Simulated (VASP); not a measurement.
# Cu (P4/nmm) in VASP: single point with PBE

Aim: the single point of Cu with PBE.

All numbers are computed with VASP 6.6.1; they aren't measurements. Logs are shortened: lines on timing, memory, paths and dates and some standing lists are left out, and cuts for length are marked.

## (1) The cell of the first run

The structure is tetragonal, space group P4/nmm (No. 129). Conventional cell: a = 2.556 Å, b = 2.556 Å, c = 3.615 Å, α = 90.00°, β = 90.00°, γ = 90.00°. Within 3.3 Å of Cu (site symmetry 4mm) lie 12 Cu at 2.50 to 2.61 Å.

## (2) Single point, PBE (mode 6 (244.6 1/cm) frozen in, largest displacement +0.037 Å)

INCAR

```
PREC = Accurate ; ENCUT = 520
EDIFF = 1E-7 ; ISMEAR = 0
SIGMA = 0.15 ; LREAL = False
LASPH = True ; NELM = 60
ALGO = Fast ; ISIF = 2
LWAVE = False ; LCHARG = False
GGA = PE ; NBANDS = 18
```

KPOINTS

```
regular mesh
0
Gamma
  18 18 14
```

POSCAR

```
Cu
1.0
    0.0000000000     -1.8075000000     -1.8075000000
    0.0000000000      1.8075000000     -1.8075000000
    3.6150000000      0.0000000000      0.0000000000
Cu
2
Direct
    0.5000000000      0.5000000000      0.5103734440
    0.0000000000      0.0000000000     -0.0103734440
```

Potentials or basis: VASP PAW PBE potentials, release 64 (Cu).

Started as:

```console
$ cat potpaw_PBE.64/Cu/POTCAR > POTCAR
$ mpirun -np 1 vasp_std > vasp.out
```

OUTCAR:

```text
PREC = Accurate
   ENCUT = 520
   EDIFF = 1E-7
   ISMEAR = 0
   LREAL = False
   LASPH = True
   NELM = 60
   ISIF = 2
   GGA = PE

 ion  position               nearest neighbor table
   1  0.500  0.500  0.510-   2 2.50   2 2.50   2 2.50   2 2.50   2 2.61   2 2.61   2 2.61   2 2.61

   2  0.000  0.000  0.990-   1 2.50   1 2.50   1 2.50   1 2.50   1 2.61   1 2.61   1 2.61   1 2.61

  LATTYP: Found a simple tetragonal cell.
 ALAT       =     2.5561910140
 C/A-ratio  =     1.4142135624

  Lattice vectors:

 A1 = (   0.0000000000,  -1.8075000000,  -1.8075000000)
 A2 = (   0.0000000000,   1.8075000000,  -1.8075000000)
 A3 = (   3.6150000000,   0.0000000000,   0.0000000000)

Analysis of symmetry for initial positions (statically):
=====================================================================
 Subroutine PRICEL returns:
 Original cell was already a primitive cell.

 Routine SETGRP: Setting up the symmetry group for a
 simple tetragonal supercell.

 Subroutine GETGRP returns: Found 16 space group operations
 (whereof  8 operations were pure point group operations)
 out of a pool of 16 trial point group operations.

The static configuration has the point symmetry C_4v.
 The point group associated with its full space group is D_4h.

Analysis of symmetry for dynamics (positions and initial velocities):
=====================================================================
 Subroutine PRICEL returns:
 Original cell was already a primitive cell.

 Routine SETGRP: Setting up the symmetry group for a
 simple tetragonal supercell.

 Subroutine GETGRP returns: Found 16 space group operations
 (whereof  8 operations were pure point group operations)
 out of a pool of 16 trial point group operations.

The dynamic configuration has the point symmetry C_4v.
 The point group associated with its full space group is D_4h.

 Subroutine INISYM returns: Found 16 space group operations
 (whereof  8 operations are pure point group operations),
 and found     1 'primitive' translations

----------------------------------------------------------------------------------------

                                     Primitive cell

  volume of cell :      23.6208

  direct lattice vectors                    reciprocal lattice vectors
     0.000000000 -1.807500000 -1.807500000     0.000000000 -0.276625173 -0.276625173
     0.000000000  1.807500000 -1.807500000     0.000000000  0.276625173 -0.276625173
     3.615000000  0.000000000  0.000000000     0.276625173  0.000000000  0.000000000

  length of vectors
     2.556191014  2.556191014  3.615000000     0.391207071  0.391207071  0.276625173

  position of ions in fractional coordinates (direct lattice)
     0.500000000  0.500000000  0.510373444
     0.000000000  0.000000000  0.989626556

  ion indices of the primitive-cell ions
   primitive index   ion index
                 1           1
                 2           2

----------------------------------------------------------------------------------------

 KPOINTS: regular mesh

Automatic generation of k-mesh.
 Grid dimensions read from file:
 generate k-points for:   18   18   14

 Generating k-lattice:

  Cartesian coordinates                     Fractional coordinates (reciprocal lattice)
     0.000000000 -0.015368065 -0.015368065     0.055555556  0.000000000  0.000000000
     0.000000000  0.015368065 -0.015368065     0.000000000  0.055555556  0.000000000
     0.019758941  0.000000000  0.000000000     0.000000000  0.000000000  0.071428571

  Length of vectors
     0.021733726  0.021733726  0.019758941

  Shift w.r.t. Gamma in fractional coordinates (k-lattice)
     0.000000000  0.000000000  0.000000000

 Subroutine IBZKPT returns following result:
 ===========================================

 Found    440 irreducible k-points:

 Following reciprocal coordinates:
            Coordinates               Weight
  0.000000  0.000000  0.000000      1.000000
  0.055556  0.000000  0.000000      4.000000
  0.111111  0.000000  0.000000      4.000000
  0.166667  0.000000  0.000000      4.000000
  0.222222  0.000000  0.000000      4.000000
  0.277778  0.000000  0.000000      4.000000
[... 16 lines left out ...]
  0.277778  0.111111  0.000000      8.000000
  0.333333  0.111111  0.000000      8.000000
 [... further k-points ...]
   k-points           NKPTS =    440   k-points in BZ     NKDIM =    440   number of bands    NBANDS=     18
   number of dos      NEDOS =    301   number of ions     NIONS =      2
   total plane-waves  NPLWV =  11200
   dimension x,y,z NGX =    20 NGY =   20 NGZ =   28
   dimension x,y,z NGXF=    40 NGYF=   40 NGZF=   56
   ions per type =               2
   NGX,Y,Z   is equivalent  to a cutoff of  13.01, 13.01, 12.88 a.u.
   NGXF,Y,Z  is equivalent  to a cutoff of  26.01, 26.01, 25.75 a.u.
 SYSTEM =  unknown system
   PREC   = accura    normal or accurate (medium, high low for compatibility)
   ISTART =      0    job   : 0-new  1-cont  2-samecut
   ICHARG =      2    charge: 1-file 2-atom 10-const
   ISPIN  =      1    spin polarized calculation?
   LNONCOLLINEAR =      F non collinear calculations
   LSORBIT =      F    spin-orbit coupling
   LASPH  =      T    aspherical Exc in radial PAW
   ENCUT  =  520.0 eV  38.22 Ry    6.18 a.u.   4.75  4.75  6.72*2*pi/ulx,y,z
   NELM   =     60;   NELMIN=  2; NELMDL= -5     # of ELM steps
   EDIFF  = 0.1E-06   stopping-criterion for ELM
   LREAL  =      F    real-space projection
   EDIFFG = 0.1E-05   stopping-criterion for IOM
   NSW    =      0    number of steps for IOM
   IBRION =     -1    ionic relax: 0-MD 1-quasi-New 2-CG
   NFREE  =      0    steps in history (QN), initial steepest desc. (CG)
   ISIF   =      2    stress and relaxation
   ISYM   =      2    0-nonsym 1-usesym 2-fastsym
   POTIM  = 0.5000    time-step for ionic-motion
   TEBEG  =    0.0;   TEEND  =   0.0 temperature during run
   PSTRESS=    0.0 pullay stress
   NELECT =      22.0000    total number of electrons
   NUPDOWN=      -1.0000    fix difference up-down
   EMIN   =  10.00;   EMAX   =-10.00  energy-range for DOS
   EFERMI =   0.00;   METHOD = LEGACY
   ISMEAR =     0;   SIGMA  =   0.15  broadening in eV -4-tet -1-fermi 0-gaus
   EFERMI_NEDOS =   21; number of points for ismear=-14 and -15
   IALGO  =     68    algorithm
   IMIX   =      4    mixing-type and parameters
     AMIX     =   0.40;   BMIX     =  1.00
     AMIX_MAG =   1.60;   BMIX_MAG =  1.00
  volume/ion in A,a.u.               =      11.81        79.70
  Fermi-wavevector in a.u.,A,eV,Ry     =   1.598763  3.021224 34.777078  2.556043
  Thomas-Fermi vector in A             =   2.696162
   LORBIT       =      0    0 simple, 1 ext, 2 COOP (PROOUT), +10 PAW based schemes
   GGA     = PE    functional components
   LHFCALC =     F    Hartree Fock is set to
   AEXX    =    0.0000 exact exchange contribution
   IVDW    =     0    specifies the selected vdW correction
   LEPSILON=     F    determine dielectric tensor
   LRPA    =     F    only Hartree local field effects (RPA)
 non-spin polarized calculation
 RMM-DIIS sequential band-by-band and
 Gauss-broadening in eV      SIGMA  =   0.15
  energy-cutoff  :      520.00
  volume of cell :       23.62
 maximum number of plane-waves:       664
 NGX is ok and might be reduce to    20
   NGX =  9   NGY =  9   NGZ = 13

 number of electron      21.9999982 magnetization

 Free energy of the ion-electron system (eV)
  ---------------------------------------------------
  ext. energy  EPLUGINS =         0.00000000
  ---------------------------------------------------
  free energy    TOTEN  =        -7.43692197 eV

  energy without entropy =       -7.43026964  energy(sigma->0) =       -7.43359581

 E-fermi :   7.6057     XC(G=0): -12.7231

 val. band max:        7.5932681634   @ k =   0.4444   0.3889   0.0000
 cond. band min:       7.6072765764   @ k =   0.5000   0.1667   0.1429
 fundamental gap:      0.0140084130
 Fermi energy:         7.6056855416

 k-point     1 :       0.0000    0.0000    0.0000
  band No.  band energies     occupation
      1      -1.7674      2.00000
      2       2.6988      2.00000
      3       3.1520      2.00000
      4       4.5517      2.00000
      5       4.5517      2.00000
      6       4.5645      2.00000
[... 10 lines left out ...]
     17      27.8367      0.00000
     18      30.1984      0.00000

 k-point     2 :       0.0556    0.0000    0.0000
  band No.  band energies     occupation
      1      -1.6923      2.00000
      2       2.7338      2.00000
      3       3.1728      2.00000
      4       4.5344      2.00000
      5       4.5646      2.00000
      6       4.5816      2.00000
[... 10 lines left out ...]
     17      28.3768      0.00000
     18      29.8554      0.00000

 k-point     3 :       0.1111    0.0000    0.0000
  band No.  band energies     occupation
      1      -1.4686      2.00000
      2       2.8345      2.00000
      3       3.2333      2.00000
      4       4.4850      2.00000
      5       4.6025      2.00000
      6       4.6275      2.00000
[... 10 lines left out ...]
     17      28.6281      0.00000
     18      29.8097      0.00000

 k-point     4 :       0.1667    0.0000    0.0000
  band No.  band energies     occupation
      1      -1.1011      2.00000
      2       2.9882      2.00000
      3       3.3276      2.00000
      4       4.4106      2.00000
      5       4.6636      2.00000
      6       4.6829      2.00000
[... 375 lines left out ...]
      4       4.2002      2.00000
      5       4.6748      2.00000
      6       4.8475      2.00000
[... 10 lines left out ...]
     17      26.0601      0.00000
     18      29.8461      0.00000

 k-point    23 :       0.2778    0.1111    0.0000
  band No.  band energies     occupation
      1       0.2891      2.00000
      2       3.4427      2.00000
      3       3.6465      2.00000
      4       4.1085      2.00000
      5       4.4303      2.00000
      6       4.7862      2.00000
[... 10 lines left out ...]
     17      24.3157      0.00000
     18      29.7864      0.00000

 k-point    24 :       0.3333    0.1111    0.0000
  band No.  band energies     occupation
      1       0.9814      2.00000
      2       3.6204      2.00000
      3       3.6872      2.00000
      4       4.0360      2.00000
      5       4.2172      2.00000
      6       4.6738      2.00000
[... 10 lines left out ...]
     17      22.6830      0.00000
     18      28.4307      0.00000

 [... further k-points ...]

------------------------ aborting loop because EDIFF is reached ----------------------------------------

  FORCE on cell =-STRESS in cart. coord.  units (eV):
  Direction    XX          YY          ZZ          XY          YZ          ZX
  --------------------------------------------------------------------------------------
  -------------------------------------------------------------------------------------
  Total        0.3744104      0.4359962      0.4359962     -0.0000000      0.0000000     -0.0000000
  in kB       25.3958955     29.5732006     29.5732006     -0.0000000      0.0000000     -0.0000000
  external PRESSURE =      28.1807656 kB  Pullay stress =       0.0000000 kB

 VOLUME and BASIS-vectors are now :
 -----------------------------------------------------------------------------
  energy-cutoff  :      520.00
  volume of cell :       23.62
      direct lattice vectors                 reciprocal lattice vectors
     0.000000000 -1.807500000 -1.807500000     0.000000000 -0.276625173 -0.276625173
     0.000000000  1.807500000 -1.807500000     0.000000000  0.276625173 -0.276625173
     3.615000000  0.000000000  0.000000000     0.276625173  0.000000000  0.000000000

 POSITION                                       TOTAL-FORCE (eV/Angst)
 -----------------------------------------------------------------------------------
      1.84500      0.00000     -1.80750        -0.527589     -0.000000     -0.000000
      3.57750      0.00000      0.00000         0.527589      0.000000      0.000000
 -----------------------------------------------------------------------------------
    total drift:                               -0.000000      0.000000      0.000000

  FREE ENERGIE OF THE ION-ELECTRON SYSTEM (eV)
  ---------------------------------------------------
  free  energy   TOTEN  =        -7.4369219687 eV

  energy  without entropy=       -7.4302696435  energy(sigma->0) =       -7.43359581
```

Run time: 70 s. Hardware: 1 thread of Intel Xeon 6975P-C (Granite Rapids), shared host; peak memory 0.25 GiB.

Results:

```
Free energy            : -7.4369 eV
Pressure               : 2.8 GPa
Largest force          : 0.528 eV/Å
Band gap on the k mesh : zero (band 11 reaches 13.53 eV, above the bottom of band 12 at 5.71 eV)
```

Forces in eV/Å, atoms in the order of the input:
```
Cu  -0.528  0.000  0.000
Cu   0.528  0.000  0.000
```

Stress tensor (GPa, compression positive):
```
2.54 0.00 0.00
0.00 2.96 0.00
0.00 0.00 2.96
```

Levels at points of the mesh, in eV from the Fermi level:
| k point | band 9 | band 10 | band 11 | band 12 | band 13 | band 14 |
| --- | --- | --- | --- | --- | --- | --- |
| (0.00, 0.00, 0.00) | -1.67 | -1.52 | -1.52 | 1.51 | 7.07 | 13.06 |
| (0.50, 0.00, 0.00) | -2.19 | -2.19 | -0.33 | -0.33 | 9.60 | 9.60 |
| (0.50, 0.50, 0.00) | -1.52 | -1.52 | 1.48 | 1.48 | 7.10 | 7.10 |
| (0.00, 0.00, 0.50) | -2.30 | -2.30 | -2.02 | -1.89 | 16.86 | 16.86 |
| (0.50, 0.00, 0.50) | -1.65 | -1.65 | -1.01 | -1.01 | 3.73 | 3.73 |
| (0.50, 0.50, 0.50) | -1.52 | -1.52 | 5.92 | 5.92 | 6.45 | 6.45 |

Caveat: the cell differs from its parent crystal (mode 6 (244.6 1/cm) frozen in, largest displacement +0.037 Å).
